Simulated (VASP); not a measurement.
# Be16Se13S3 (P1) in VASP: single point with PBEsol

Aim: the single point of Be16Se13S3 with PBEsol.

Program: VASP 6.6.1. These are calculated values, not measurements. Logs are shortened: lines on timing, memory, paths and dates and some standing lists are left out, and cuts for length are marked.

## Step 1: The cell of the first run

The typed cell holds 64 atoms: a = 10.149 Å, b = 10.149 Å, c = 10.149 Å, α = 90.00°, β = 90.00°, γ = 90.00°.

## Step 2: Single point, PBEsol

File INCAR:

```
  PREC = Accurate
  ENCUT = 520
  EDIFF = 1E-6
  ISMEAR = -1
  SIGMA = 0.05
  LREAL = Auto
  LASPH = True
  NELM = 100
  ALGO = Normal
  ISIF = 2
  LWAVE = False
  LCHARG = False
  GGA = PS
  ISYM = 0
  NBANDS = 166
```

File KPOINTS:

```
Automatic mesh
0
Gamma
  1 1 1
  0.25 0.25 0.25
```

File POSCAR:

```
Be16Se13S3
1.0
   10.1486957693      0.0000000000      0.0000000000
    0.0000000000     10.1486957693      0.0000000000
    0.0000000000      0.0000000000     10.1486957693
Be Se S
32 26 6
Direct
    0.0049650000      0.9949740000      0.9952190000
    0.0044130000      0.9941270000      0.4944160000
    0.0049470000      0.5044690000      0.0057480000
    0.0002280000      0.5004430000      0.4996920000
    0.4977680000      0.0088670000      0.0007440000
    0.4983430000      0.0001780000      0.4999270000
    0.4934470000      0.4946810000      0.0047550000
    0.4980100000      0.4990730000      0.4990050000
    0.2591810000      0.2490400000      0.0007470000
    0.2498140000      0.2493030000      0.4992910000
    0.2404080000      0.7502650000      0.0002070000
    0.2445910000      0.7545740000      0.4948660000
    0.7450290000      0.2445660000      0.0048510000
    0.7486760000      0.2489010000      0.4996480000
    0.7492590000      0.7500230000      0.0006050000
    0.7509320000      0.7504510000      0.4991890000
    0.2445540000      0.9945780000      0.2543060000
    0.2501750000      0.9998100000      0.7614310000
    0.2500260000      0.4993210000      0.2388090000
    0.2492690000      0.5002860000      0.7497760000
    0.7444930000      0.0048200000      0.2433200000
    0.7500450000      0.9995450000      0.7494910000
    0.7500510000      0.5000030000      0.2499880000
    0.7493790000      0.4990770000      0.7521770000
    0.0000930000      0.2488960000      0.2484720000
    0.9997420000      0.2493850000      0.7513260000
    0.0092250000      0.7496900000      0.2494270000
    0.0053370000      0.7554880000      0.7552430000
    0.4977920000      0.2496090000      0.2399350000
    0.4935620000      0.2438060000      0.7556650000
    0.4982500000      0.7503960000      0.2484610000
    0.4978660000      0.7499060000      0.7513260000
    0.1274280000      0.1235200000      0.1238990000
    0.1261910000      0.1222450000      0.6268330000
    0.1250160000      0.6278280000      0.6253480000
    0.6230580000      0.1248650000      0.6267460000
    0.6232020000      0.6237410000      0.1250000000
    0.6245310000      0.6251170000      0.6254500000
    0.3744410000      0.3734450000      0.6267190000
    0.3718500000      0.8763380000      0.1239150000
    0.3718480000      0.8763580000      0.6269090000
    0.8750460000      0.3749640000      0.1249320000
    0.8749710000      0.3748590000      0.6254770000
    0.8775510000      0.8751390000      0.1250540000
    0.8778150000      0.8751040000      0.6253200000
    0.3742870000      0.1248290000      0.3722760000
    0.3718400000      0.6251070000      0.3722140000
    0.3718460000      0.6251070000      0.8782420000
    0.8749020000      0.1234210000      0.3733930000
    0.8750240000      0.1235210000      0.8769860000
    0.8777370000      0.6264900000      0.3735090000
    0.8778170000      0.6264430000      0.8770400000
    0.1263440000      0.3761700000      0.3720720000
    0.1274450000      0.3748450000      0.8783670000
    0.6230240000      0.3734880000      0.3723390000
    0.6217840000      0.3721480000      0.8781740000
    0.6245330000      0.8766020000      0.3733460000
    0.6230940000      0.8777090000      0.8770580000
    0.1265690000      0.6266260000      0.1250520000
    0.6214670000      0.1265330000      0.1237220000
    0.3744100000      0.3735940000      0.1237050000
    0.3744590000      0.1250220000      0.8789340000
    0.1249740000      0.8737210000      0.3735800000
    0.1267060000      0.8753110000      0.8772670000
```

Potentials or basis: VASP PAW PBE potentials, release 64 (Be, Se, S).

Started as:

```bash
cat potpaw_PBE.64/Be/POTCAR potpaw_PBE.64/Se/POTCAR potpaw_PBE.64/S/POTCAR > POTCAR
mpirun -np 1 vasp_std > vasp.out
```

OUTCAR:

```text
PREC = Accurate
   ENCUT = 520
   EDIFF = 1E-6
   ISMEAR = -1
   LREAL = Auto
   LASPH = True
   NELM = 100
   ISIF = 2
   GGA = PS
   ISYM = 0

 ion  position               nearest neighbor table
   1  0.005  0.995  0.995-  64 2.11  50 2.21  44 2.21  33 2.23
   2  0.004  0.994  0.494-  63 2.12  45 2.21  49 2.23  34 2.24
   3  0.005  0.504  0.006-  59 2.13  52 2.21  42 2.22  54 2.22
   4  0.000  0.500  0.500-  51 2.20  43 2.21  35 2.21  53 2.22
   5  0.498  0.009  0.001-  62 2.12  60 2.14  58 2.23  40 2.24
   6  0.498  0.000  0.500-  36 2.20  57 2.21  46 2.21  41 2.21
[... 56 lines left out ...]
  63  0.125  0.874  0.374-  17 2.11  12 2.11   2 2.12  27 2.13
  64  0.127  0.875  0.877-   1 2.11  11 2.12  28 2.13  18 2.13

IMPORTANT INFORMATION: All symmetrisations will be switched off!
NOSYMM: (Re-)initialisation of all symmetry stuff for point group C_1.

----------------------------------------------------------------------------------------

                                     Primitive cell

  volume of cell :    1045.2753

  direct lattice vectors                    reciprocal lattice vectors
    10.148695769  0.000000000  0.000000000     0.098534829  0.000000000  0.000000000
     0.000000000 10.148695769  0.000000000     0.000000000  0.098534829  0.000000000
     0.000000000  0.000000000 10.148695769     0.000000000  0.000000000  0.098534829

  length of vectors
    10.148695769 10.148695769 10.148695769     0.098534829  0.098534829  0.098534829

  position of ions in fractional coordinates (direct lattice)
     0.004965000  0.994974000  0.995219000
     0.004413000  0.994127000  0.494416000
     0.004947000  0.504469000  0.005748000
     0.000228000  0.500443000  0.499692000
     0.497768000  0.008867000  0.000744000
     0.498343000  0.000178000  0.499927000
[... 56 lines left out ...]
     0.124974000  0.873721000  0.373580000
     0.126706000  0.875311000  0.877267000

  ion indices of the primitive-cell ions
   primitive index   ion index
                 1           1
                 2           2
                 3           3
                 4           4
                 5           5
                 6           6
[... 56 lines left out ...]
                63          63
                64          64

----------------------------------------------------------------------------------------

 KPOINTS: Automatic mesh

Automatic generation of k-mesh.
 Grid dimensions read from file:
 generate k-points for:    1    1    1

 Generating k-lattice:

  Cartesian coordinates                     Fractional coordinates (reciprocal lattice)
     0.098534829  0.000000000  0.000000000     1.000000000  0.000000000  0.000000000
     0.000000000  0.098534829  0.000000000     0.000000000  1.000000000  0.000000000
     0.000000000  0.000000000  0.098534829     0.000000000  0.000000000  1.000000000

  Length of vectors
     0.098534829  0.098534829  0.098534829

  Shift w.r.t. Gamma in fractional coordinates (k-lattice)
     0.250000000  0.250000000  0.250000000

 Subroutine IBZKPT returns following result:
 ===========================================

 Found      4 irreducible k-points:

 Following reciprocal coordinates:
            Coordinates               Weight
  0.250000  0.250000  0.250000      2.000000
 -0.250000  0.250000  0.250000      2.000000
 -0.250000 -0.250000  0.250000      2.000000
  0.250000 -0.250000  0.250000      2.000000
   k-points           NKPTS =      4   k-points in BZ     NKDIM =      4   number of bands    NBANDS=    166
   number of dos      NEDOS =    301   number of ions     NIONS =     64
   total plane-waves  NPLWV = 512000
   dimension x,y,z NGX =    80 NGY =   80 NGZ =   80
   dimension x,y,z NGXF=   160 NGYF=  160 NGZF=  160
   ions per type =              32  26   6
   NGX,Y,Z   is equivalent  to a cutoff of  13.10, 13.10, 13.10 a.u.
   NGXF,Y,Z  is equivalent  to a cutoff of  26.21, 26.21, 26.21 a.u.
 SYSTEM =  unknown system
   PREC   = accura    normal or accurate (medium, high low for compatibility)
   ISTART =      0    job   : 0-new  1-cont  2-samecut
   ICHARG =      2    charge: 1-file 2-atom 10-const
   ISPIN  =      1    spin polarized calculation?
   LNONCOLLINEAR =      F non collinear calculations
   LSORBIT =      F    spin-orbit coupling
   LASPH  =      T    aspherical Exc in radial PAW
   ENCUT  =  520.0 eV  38.22 Ry    6.18 a.u.  18.87 18.87 18.87*2*pi/ulx,y,z
   NELM   =    100;   NELMIN=  2; NELMDL= -5     # of ELM steps
   EDIFF  = 0.1E-05   stopping-criterion for ELM
   LREAL  =      T    real-space projection
   EDIFFG = 0.1E-04   stopping-criterion for IOM
   NSW    =      0    number of steps for IOM
   IBRION =     -1    ionic relax: 0-MD 1-quasi-New 2-CG
   NFREE  =      0    steps in history (QN), initial steepest desc. (CG)
   ISIF   =      2    stress and relaxation
   ISYM   =      0    0-nonsym 1-usesym 2-fastsym
   POTIM  = 0.5000    time-step for ionic-motion
   TEBEG  =    0.0;   TEEND  =   0.0 temperature during run
   PSTRESS=    0.0 pullay stress
   NELECT =     256.0000    total number of electrons
   NUPDOWN=      -1.0000    fix difference up-down
   EMIN   =  10.00;   EMAX   =-10.00  energy-range for DOS
   EFERMI =   0.00;   METHOD = LEGACY
   ISMEAR =    -1;   SIGMA  =   0.05  broadening in eV -4-tet -1-fermi 0-gaus
   EFERMI_NEDOS =   21; number of points for ismear=-14 and -15
   IALGO  =     38    algorithm
   IMIX   =      4    mixing-type and parameters
     AMIX     =   0.40;   BMIX     =  1.00
     AMIX_MAG =   1.60;   BMIX_MAG =  1.00
  volume/ion in A,a.u.               =      16.33       110.22
  Fermi-wavevector in a.u.,A,eV,Ry     =   1.024262  1.935575 14.274057  1.049114
  Thomas-Fermi vector in A             =   2.158040
   LORBIT       =      0    0 simple, 1 ext, 2 COOP (PROOUT), +10 PAW based schemes
   GGA     = PS    functional components
   LHFCALC =     F    Hartree Fock is set to
   AEXX    =    0.0000 exact exchange contribution
   IVDW    =     0    specifies the selected vdW correction
   LEPSILON=     F    determine dielectric tensor
   LRPA    =     F    only Hartree local field effects (RPA)
 non-spin polarized calculation
  energy-cutoff  :      520.00
  volume of cell :     1045.28
 maximum number of plane-waves:     28138
 NGX is ok and might be reduce to    80
   NGX = 37   NGY = 37   NGZ = 37

 number of electron     255.9999994 magnetization

 Free energy of the ion-electron system (eV)
  ---------------------------------------------------
  ext. energy  EPLUGINS =         0.00000000
  ---------------------------------------------------
  free energy    TOTEN  =      -308.61813245 eV

  energy without entropy =     -308.61813245  energy(sigma->0) =     -308.61813245

 E-fermi :   4.6368     XC(G=0):  -9.6819

 val. band max:        3.3820411522   @ k =   0.2500  -0.2500   0.2500
 cond. band min:       6.6078973599   @ k =   0.2500   0.2500   0.2500
 fundamental gap:      3.2258562077
 Fermi energy:         4.6367988635

 k-point     1 :       0.2500    0.2500    0.2500
  band No.  band energies     occupation
      1     -10.1940      2.00000
      2      -9.8148      2.00000
      3      -9.7896      2.00000
      4      -9.7723      2.00000
      5      -9.4775      2.00000
      6      -9.4488      2.00000
[... 132 lines left out ...]
    139       8.0939      0.00000
    140       8.1204      0.00000

 k-point     2 :      -0.2500    0.2500    0.2500
  band No.  band energies     occupation
      1     -10.1941      2.00000
      2      -9.8151      2.00000
      3      -9.7892      2.00000
      4      -9.7724      2.00000
      5      -9.4770      2.00000
      6      -9.4493      2.00000
[... 132 lines left out ...]
    139       8.0851      0.00000
    140       8.1164      0.00000

 k-point     3 :      -0.2500   -0.2500    0.2500
  band No.  band energies     occupation
      1     -10.1941      2.00000
      2      -9.8119      2.00000
      3      -9.7918      2.00000
      4      -9.7735      2.00000
      5      -9.4743      2.00000
      6      -9.4515      2.00000
[... 132 lines left out ...]
    139       8.1099      0.00000
    140       8.1257      0.00000

 k-point     4 :       0.2500   -0.2500    0.2500
  band No.  band energies     occupation
      1     -10.1941      2.00000
      2      -9.8112      2.00000
      3      -9.7925      2.00000
      4      -9.7736      2.00000
      5      -9.4724      2.00000
      6      -9.4523      2.00000
[... 132 lines left out ...]
    139       8.0772      0.00000
    140       8.1228      0.00000
 [bands above 140 left out]

------------------------ aborting loop because EDIFF is reached ----------------------------------------

  FORCE on cell =-STRESS in cart. coord.  units (eV):
  Direction    XX          YY          ZZ          XY          YZ          ZX
  --------------------------------------------------------------------------------------
  -------------------------------------------------------------------------------------
  Total        1.8219619      1.8275088      1.6907737     -0.5369795     -0.5253050     -0.5372658
  in kB        2.7926671      2.8011693      2.5915844     -0.8230716     -0.8051772     -0.8235104
  external PRESSURE =       2.7284736 kB  Pullay stress =       0.0000000 kB

 VOLUME and BASIS-vectors are now :
 -----------------------------------------------------------------------------
  energy-cutoff  :      520.00
  volume of cell :     1045.28
      direct lattice vectors                 reciprocal lattice vectors
    10.148695769  0.000000000  0.000000000     0.098534829  0.000000000  0.000000000
     0.000000000 10.148695769  0.000000000     0.000000000  0.098534829  0.000000000
     0.000000000  0.000000000 10.148695769     0.000000000  0.000000000  0.098534829

 POSITION                                       TOTAL-FORCE (eV/Angst)
 -----------------------------------------------------------------------------------
      0.05039     10.09769     10.10017         0.045409      0.026609      0.029507
      0.04479     10.08909      5.01768         0.038568      0.020365      0.016409
      0.05021      5.11970      0.05833         0.032590      0.029195      0.030708
      0.00231      5.07884      5.07122         0.032196      0.027634      0.022750
      5.05170      0.08999      0.00755         0.018428      0.042817      0.031893
      5.05753      0.00181      5.07361         0.021053      0.029416      0.024671
[... 56 lines left out ...]
      1.26832      8.86713      3.79135        -0.028922     -0.038491     -0.030552
      1.28590      8.88327      8.90312        -0.039602     -0.032426     -0.042047
 -----------------------------------------------------------------------------------
    total drift:                                0.008770      0.012296     -0.008142

  FREE ENERGIE OF THE ION-ELECTRON SYSTEM (eV)
  ---------------------------------------------------
  free  energy   TOTEN  =      -308.6181324475 eV

  energy  without entropy=     -308.6181324474  energy(sigma->0) =     -308.61813245
```

It took 44 min on 1 thread of Intel Xeon 8259CL, shared host; peak memory 1.2 GiB.

Results:

| Property | Result |
| --- | --- |
| Free energy | -308.6181 eV |
| Pressure | 0.3 GPa |
| Largest force | 0.067 eV/Å |
| Band gap on the k mesh | 3.23 eV |

Forces on the atoms (eV/Å):
```
Be   0.045  0.027  0.030
Be   0.039  0.020  0.016
Be   0.033  0.029  0.031
Be   0.032  0.028  0.023
Be   0.018  0.043  0.032
Be   0.021  0.029  0.025
Be   0.018  0.023  0.036
Be   0.022  0.025  0.023
Be   0.029  0.029  0.033
Be   0.022  0.026  0.023
Be   0.023  0.032  0.035
Be   0.020  0.037  0.021
Be   0.023  0.030  0.033
Be   0.030  0.027  0.020
Be   0.028  0.023  0.029
Be   0.029  0.025  0.024
Be   0.023  0.027  0.033
Be   0.025  0.028  0.048
Be   0.029  0.031  0.010
Be   0.022  0.026  0.030
Be   0.019  0.035  0.009
Be   0.031  0.025  0.029
Be   0.030  0.029  0.026
Be   0.027  0.021  0.031
Be   0.031  0.029  0.025
Be   0.034  0.025  0.034
Be   0.042  0.024  0.021
Be   0.038  0.034  0.032
Be   0.023  0.037  0.014
Be   0.015  0.022  0.043
Be   0.020  0.029  0.027
Be   0.020  0.024  0.034
Se  -0.039 -0.020 -0.025
Se  -0.030 -0.011 -0.036
Se  -0.029 -0.039 -0.030
Se  -0.013 -0.026 -0.042
Se  -0.017 -0.020 -0.028
Se  -0.020 -0.026 -0.033
Se  -0.016 -0.014 -0.044
Se  -0.010 -0.033 -0.022
Se  -0.011 -0.027 -0.041
Se  -0.037 -0.031 -0.026
Se  -0.035 -0.024 -0.038
Se  -0.049 -0.019 -0.014
Se  -0.048 -0.028 -0.026
Se  -0.021 -0.032 -0.005
Se  -0.012 -0.031 -0.013
Se  -0.012 -0.021 -0.031
Se  -0.035 -0.011  0.001
Se  -0.036 -0.012 -0.043
Se  -0.047 -0.032 -0.017
Se  -0.043 -0.033 -0.040
Se  -0.034 -0.033 -0.003
Se  -0.032 -0.025 -0.038
Se  -0.018 -0.021 -0.012
Se  -0.016 -0.019 -0.031
Se  -0.017 -0.046 -0.007
Se  -0.017 -0.038 -0.042
S   -0.035 -0.030 -0.018
S   -0.019 -0.043 -0.027
S   -0.023 -0.041 -0.029
S   -0.022 -0.041 -0.047
S   -0.029 -0.038 -0.031
S   -0.040 -0.032 -0.042
```

Stress tensor (GPa, compression positive):
```
 0.28 -0.08 -0.08
-0.08  0.28 -0.08
-0.08 -0.08  0.26
```

Levels at points of the mesh, in eV from the valence-band top:
| k point | band 124 | band 125 | band 126 | band 127 | band 128 | band 129 | band 130 | band 131 | band 132 | band 133 |
| --- | --- | --- | --- | --- | --- | --- | --- | --- | --- | --- |
| (0.25, 0.25, 0.25) | -0.54 | -0.49 | -0.43 | -0.06 | -0.03 | 3.23 | 3.25 | 3.28 | 3.92 | 3.93 |

Caveat: the PAW data sets were made with another functional, which shifts forces and pressure a little; a shifted mesh leaves out Γ, where band edges can lie. A k mesh can miss the band edges.
